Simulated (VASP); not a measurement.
# Sb (P2_1/m) in VASP: a series of runs

The runs below take Sb through single point, with r2SCAN.

All numbers are computed with VASP 6.6.1; they aren't measurements. Logs are shortened: lines on timing, memory, paths and dates and some standing lists are left out, and cuts for length are marked.

## 1. The cell of the first run

It takes space group P2_1/m (No. 11, monoclinic). The conventional cell has a = 3.122 Å, b = 4.348 Å, c = 4.406 Å, α = 90.00°, β = 90.51°, γ = 90.00°. Within 4.0 Å of Sb (site symmetry m) lie 6 Sb at 3.04 to 3.15 Å.

## 2. Single point, r2SCAN

Input file POSCAR:

```
Sb
1.0
    3.1224020000      0.0000000000      0.0000000000
    0.0000000000      4.3475180000      0.0000000000
   -0.0389150000      0.0000000000      4.4058520000
Sb
2
Direct
    0.0113890000      0.2500000000      0.2411660000
    0.9886110000      0.7500000000      0.7588340000
```

Input file INCAR.step1:

```
SYSTEM = Sb
ALGO = Normal
EDIFF = 1E-4
ENCUT = 520
GGA = PE
ISMEAR = -1
LASPH = .True.
LCHARG = .False.
LREAL = .False.
LWAVE = .True.
NBANDS = 12
NELM = 60
PREC = Accurate
SIGMA = 0.05
```

Input file INCAR.step2:

```
SYSTEM = Sb
ALGO = Normal
EDIFF = 1E-6
ENCUT = 520
ISIF = 2
ISMEAR = -1
ISTART = 1
LASPH = .True.
LCHARG = .False.
LMIXTAU = .True.
LREAL = .False.
LWAVE = .False.
METAGGA = R2SCAN
NBANDS = 12
NELM = 60
PREC = Accurate
SIGMA = 0.05
```

Input file KPOINTS:

```
k-points
0
Gamma
  9 6 6
  0 0 0
```

Potentials or basis: VASP PAW PBE potentials, release 64 (Sb).

Command:

```
cat potpaw_PBE.64/Sb/POTCAR > POTCAR
cp INCAR.step1 INCAR
mpirun -np 1 vasp_std > vasp.out
cp INCAR.step2 INCAR
mpirun -np 1 vasp_std > vasp.out
```

OUTCAR:

```text
SYSTEM = Sb
   EDIFF = 1E-6
   ENCUT = 520
   ISIF = 2
   ISMEAR = -1
   ISTART = 1
   LASPH = .True.
   LREAL = .False.
   METAGGA = R2SCAN
   NELM = 60
   PREC = Accurate

 ion  position               nearest neighbor table
   1  0.011  0.250  0.241-   2 3.04   2 3.04   2 3.15   2 3.15
   2  0.989  0.750  0.759-   1 3.04   1 3.04   1 3.15   1 3.15

  LATTYP: Found a simple monoclinic cell.
 ALAT       =     3.1224020000
 B/A-ratio  =     1.3923633152
 C/A-ratio  =     1.4111007668
 COS(beta)  =    -0.0088322263

  Lattice vectors:

 A1 = (   3.1224020000,   0.0000000000,   0.0000000000)
 A2 = (   0.0000000000,   4.3475180000,   0.0000000000)
 A3 = (  -0.0389150000,   0.0000000000,   4.4058520000)

Analysis of symmetry for initial positions (statically):
=====================================================================
 Subroutine PRICEL returns:
 Original cell was already a primitive cell.

 Routine SETGRP: Setting up the symmetry group for a
 simple monoclinic supercell.

 Subroutine GETGRP returns: Found  4 space group operations
 (whereof  2 operations were pure point group operations)
 out of a pool of  4 trial point group operations.

The static configuration has the point symmetry S_2 .
 The point group associated with its full space group is C_2h.

Analysis of symmetry for dynamics (positions and initial velocities):
=====================================================================
 Subroutine PRICEL returns:
 Original cell was already a primitive cell.

 Routine SETGRP: Setting up the symmetry group for a
 simple monoclinic supercell.

 Subroutine GETGRP returns: Found  4 space group operations
 (whereof  2 operations were pure point group operations)
 out of a pool of  4 trial point group operations.

The dynamic configuration has the point symmetry S_2 .
 The point group associated with its full space group is C_2h.

 Subroutine INISYM returns: Found  4 space group operations
 (whereof  2 operations are pure point group operations),
 and found     1 'primitive' translations

----------------------------------------------------------------------------------------

                                     Primitive cell

  volume of cell :      59.8081

  direct lattice vectors                    reciprocal lattice vectors
     3.122402000  0.000000000  0.000000000     0.320266257  0.000000000  0.002828774
     0.000000000  4.347518000  0.000000000     0.000000000  0.230016299  0.000000000
    -0.038915000  0.000000000  4.405852000     0.000000000  0.000000000  0.226970856

  length of vectors
     3.122402000  4.347518000  4.406023856     0.320278749  0.230016299  0.226970856

  position of ions in fractional coordinates (direct lattice)
     0.011389000  0.250000000  0.241166000
     0.988611000  0.750000000  0.758834000

  ion indices of the primitive-cell ions
   primitive index   ion index
                 1           1
                 2           2

----------------------------------------------------------------------------------------

 KPOINTS: k-points

Automatic generation of k-mesh.
 Grid dimensions read from file:
 generate k-points for:    9    6    6

 Generating k-lattice:

  Cartesian coordinates                     Fractional coordinates (reciprocal lattice)
     0.035585140  0.000000000  0.000314308     0.111111111  0.000000000  0.000000000
     0.000000000  0.038336050  0.000000000     0.000000000  0.166666667  0.000000000
     0.000000000  0.000000000  0.037828476     0.000000000  0.000000000  0.166666667

  Length of vectors
     0.035586528  0.038336050  0.037828476

  Shift w.r.t. Gamma in fractional coordinates (k-lattice)
     0.000000000  0.000000000  0.000000000

 Subroutine IBZKPT returns following result:
 ===========================================

 Found    112 irreducible k-points:

 Following reciprocal coordinates:
            Coordinates               Weight
  0.000000  0.000000  0.000000      1.000000
  0.111111  0.000000  0.000000      2.000000
  0.222222  0.000000  0.000000      2.000000
  0.333333  0.000000  0.000000      2.000000
  0.444444  0.000000  0.000000      2.000000
  0.000000  0.166667  0.000000      2.000000
[... 16 lines left out ...]
  0.222222  0.000000  0.166667      2.000000
  0.333333  0.000000  0.166667      2.000000
 [... further k-points ...]
   k-points           NKPTS =    112   k-points in BZ     NKDIM =    112   number of bands    NBANDS=     12
   number of dos      NEDOS =    301   number of ions     NIONS =      2
   total plane-waves  NPLWV =  27648
   dimension x,y,z NGX =    24 NGY =   32 NGZ =   36
   dimension x,y,z NGXF=    48 NGYF=   64 NGZF=   72
   ions per type =               2
   NGX,Y,Z   is equivalent  to a cutoff of  12.78, 12.24, 13.58 a.u.
   NGXF,Y,Z  is equivalent  to a cutoff of  25.56, 24.47, 27.17 a.u.
 SYSTEM =  Sb
   PREC   = accura    normal or accurate (medium, high low for compatibility)
   ISTART =      1    job   : 0-new  1-cont  2-samecut
   ICHARG =      0    charge: 1-file 2-atom 10-const
   ISPIN  =      1    spin polarized calculation?
   LNONCOLLINEAR =      F non collinear calculations
   LSORBIT =      F    spin-orbit coupling
   LASPH  =      T    aspherical Exc in radial PAW
   ENCUT  =  520.0 eV  38.22 Ry    6.18 a.u.   5.81  8.08  8.19*2*pi/ulx,y,z
   NELM   =     60;   NELMIN=  2; NELMDL=  0     # of ELM steps
   EDIFF  = 0.1E-05   stopping-criterion for ELM
   LREAL  =      F    real-space projection
   EDIFFG = 0.1E-04   stopping-criterion for IOM
   NSW    =      0    number of steps for IOM
   IBRION =     -1    ionic relax: 0-MD 1-quasi-New 2-CG
   NFREE  =      0    steps in history (QN), initial steepest desc. (CG)
   ISIF   =      2    stress and relaxation
   ISYM   =      2    0-nonsym 1-usesym 2-fastsym
   POTIM  = 0.5000    time-step for ionic-motion
   TEBEG  =    0.0;   TEEND  =   0.0 temperature during run
   PSTRESS=    0.0 pullay stress
   NELECT =      10.0000    total number of electrons
   NUPDOWN=      -1.0000    fix difference up-down
   EMIN   =  10.00;   EMAX   =-10.00  energy-range for DOS
   EFERMI =   0.00;   METHOD = LEGACY
   ISMEAR =    -1;   SIGMA  =   0.05  broadening in eV -4-tet -1-fermi 0-gaus
   EFERMI_NEDOS =   21; number of points for ismear=-14 and -15
   IALGO  =     38    algorithm
   IMIX   =      4    mixing-type and parameters
     AMIX     =   0.40;   BMIX     =  1.00
     AMIX_MAG =   1.60;   BMIX_MAG =  1.00
  volume/ion in A,a.u.               =      29.90       201.80
  Fermi-wavevector in a.u.,A,eV,Ry     =   0.901893  1.704330 11.067117  0.813410
  Thomas-Fermi vector in A             =   2.025029
   LORBIT       =      0    0 simple, 1 ext, 2 COOP (PROOUT), +10 PAW based schemes
   METAGGA = R2SCAN    functional components
   LHFCALC =     F    Hartree Fock is set to
   AEXX    =    0.0000 exact exchange contribution
   IVDW    =     0    specifies the selected vdW correction
   LEPSILON=     F    determine dielectric tensor
   LRPA    =     F    only Hartree local field effects (RPA)
 non-spin polarized calculation
  energy-cutoff  :      520.00
  volume of cell :       59.81
 maximum number of plane-waves:      1642
   NGX = 11   NGY = 17   NGZ = 17

 number of electron       9.9999999 magnetization

 Free energy of the ion-electron system (eV)
  ---------------------------------------------------
  ext. energy  EPLUGINS =         0.00000000
  ---------------------------------------------------
  free energy    TOTEN  =       -51.25821925 eV

  energy without entropy =      -51.24520001  energy(sigma->0) =      -51.25170963

 E-fermi :   7.1812     XC(G=0): -10.0996

 val. band max:        7.1668193115   @ k =   0.4444   0.3333   0.0000
 cond. band min:       7.1861677252   @ k =  -0.4444   0.3333   0.1667
 fundamental gap:      0.0193484137
 Fermi energy:         7.1812290009

 k-point     1 :       0.0000    0.0000    0.0000
  band No.  band energies     occupation
      1      -5.9413      2.00000
      2      -0.5135      2.00000
      3       3.2025      2.00000
      4       3.3371      2.00000
      5       9.4368      0.00000
      6      10.2821      0.00000
      7      10.5204      0.00000
      8      10.6834      0.00000
      9      14.0683      0.00000
     10      14.3423      0.00000
     11      14.7686      0.00000
     12      16.1783      0.00000

 k-point     2 :       0.1111    0.0000    0.0000
  band No.  band energies     occupation
      1      -5.7570      2.00000
      2      -0.3191      2.00000
      3       3.3708      2.00000
      4       3.5054      2.00000
      5       8.3692      0.00000
      6       9.6095      0.00000
      7      10.7004      0.00000
      8      10.8617      0.00000
      9      13.0350      0.00000
     10      14.4868      0.00000
     11      15.3869      0.00000
     12      17.2947      0.00000

 k-point     3 :       0.2222    0.0000    0.0000
  band No.  band energies     occupation
      1      -5.2191      2.00000
      2       0.2610      2.00000
      3       3.8425      2.00000
      4       3.9773      2.00000
      5       5.5564      2.00000
      6      10.1144      0.00000
      7      10.2816      0.00000
      8      11.2042      0.00000
      9      11.3697      0.00000
     10      14.9104      0.00000
     11      15.5809      0.00000
     12      15.7338      0.00000

 k-point     4 :       0.3333    0.0000    0.0000
  band No.  band energies     occupation
      1      -4.4017      2.00000
      2       1.1978      2.00000
      3       3.0899      2.00000
      4       4.4973      2.00000
      5       4.6291      2.00000
      6       7.6582      0.00014
      7      10.9204      0.00000
      8      11.8928      0.00000
      9      12.0671      0.00000
     10      13.5719      0.00000
     11      13.7234      0.00000
     12      15.5680      0.00000

 k-point     5 :       0.4444    0.0000    0.0000
  band No.  band energies     occupation
      1      -3.6031      2.00000
      2       1.4151      2.00000
      3       2.3188      2.00000
      4       5.0319      2.00000
      5       5.1654      2.00000
      6       5.6818      2.00000
      7      11.7632      0.00000
      8      12.2814      0.00000
      9      12.2870      0.00000
     10      12.6895      0.00000
     11      12.7868      0.00000
     12      14.8747      0.00000
[... 228 lines left out ...]
      1      -5.7312      2.00000
      2      -1.2959      2.00000
      3       3.5972      2.00000
      4       3.8196      2.00000
      5       9.2676      0.00000
      6       9.4587      0.00000
      7      10.4381      0.00000
      8      10.4909      0.00000
      9      14.0827      0.00000
     10      14.7787      0.00000
     11      15.8881      0.00000
     12      17.2557      0.00000

 k-point    22 :       0.1111    0.0000    0.1667
  band No.  band energies     occupation
      1      -5.5439      2.00000
      2      -1.1143      2.00000
      3       3.7689      2.00000
      4       3.9981      2.00000
      5       8.5287      0.00000
      6       9.4304      0.00000
      7       9.6646      0.00000
      8      10.6214      0.00000
      9      12.5898      0.00000
     10      16.0522      0.00000
     11      16.3951      0.00000
     12      17.7934      0.00000

 k-point    23 :       0.2222    0.0000    0.1667
  band No.  band energies     occupation
      1      -5.0030      2.00000
      2      -0.5586      2.00000
      3       4.2447      2.00000
      4       4.4881      2.00000
      5       5.7316      2.00000
      6       9.8206      0.00000
      7       9.9147      0.00000
      8      10.1639      0.00000
      9      11.1468      0.00000
     10      15.6570      0.00000
     11      15.9010      0.00000
     12      16.4936      0.00000

 k-point    24 :       0.3333    0.0000    0.1667
  band No.  band energies     occupation
      1      -4.1832      2.00000
      2       0.3254      2.00000
      3       3.2701      2.00000
      4       4.9002      2.00000
      5       5.1565      2.00000
      6       7.2937      0.19073
      7      10.6038      0.00000
      8      10.8967      0.00000
      9      11.9185      0.00000
     10      13.5972      0.00000
     11      13.8922      0.00000
     12      17.1168      0.00000

 [... further k-points ...]

------------------------ aborting loop because EDIFF is reached ----------------------------------------

  FORCE on cell =-STRESS in cart. coord.  units (eV):
  Direction    XX          YY          ZZ          XY          YZ          ZX
  --------------------------------------------------------------------------------------
  -------------------------------------------------------------------------------------
  Total       -0.1756094     -0.3814351     -0.3163437      0.0000000      0.0000000      0.0401745
  in kB       -4.7043358    -10.2181242     -8.4744140      0.0000000      0.0000000      1.0762198
  external PRESSURE =      -7.7989580 kB  Pullay stress =       0.0000000 kB

 VOLUME and BASIS-vectors are now :
 -----------------------------------------------------------------------------
  energy-cutoff  :      520.00
  volume of cell :       59.81
      direct lattice vectors                 reciprocal lattice vectors
     3.122402000  0.000000000  0.000000000     0.320266257  0.000000000  0.002828774
     0.000000000  4.347518000  0.000000000     0.000000000  0.230016299  0.000000000
    -0.038915000  0.000000000  4.405852000     0.000000000  0.000000000  0.226970856

 POSITION                                       TOTAL-FORCE (eV/Angst)
 -----------------------------------------------------------------------------------
      0.02618      1.08688      1.06254        -0.044516      0.000000      0.019037
      3.05731      3.26064      3.34331         0.044516      0.000000     -0.019037
 -----------------------------------------------------------------------------------
    total drift:                               -0.000000      0.000000      0.000000

  FREE ENERGIE OF THE ION-ELECTRON SYSTEM (eV)
  ---------------------------------------------------
  free  energy   TOTEN  =       -51.2582192458 eV

  energy  without entropy=      -51.2452000080  energy(sigma->0) =      -51.25170963
```

Run time: 3.1 min. Hardware: 1 thread of Intel Xeon 8259CL, shared host; peak memory 0.21 GiB.

Results:

| Quantity | Value |
| --- | --- |
| Free energy | -51.2582 eV |
| Pressure | -0.8 GPa |
| Largest force | 0.048 eV/Å |
| Band gap on the k mesh | zero (band 5 reaches 12.43 eV, above the bottom of band 6 at 3.58 eV) |

Forces in eV/Å, atoms in the order of the input:
```
Sb  -0.045  0.000  0.019
Sb   0.045  0.000 -0.019
```

Caveat: the PAW data sets were made with another functional, which shifts forces and pressure a little; spin-orbit coupling is left out, which moves the levels of the heavy elements.

(Part 1 of 2 ends here.)
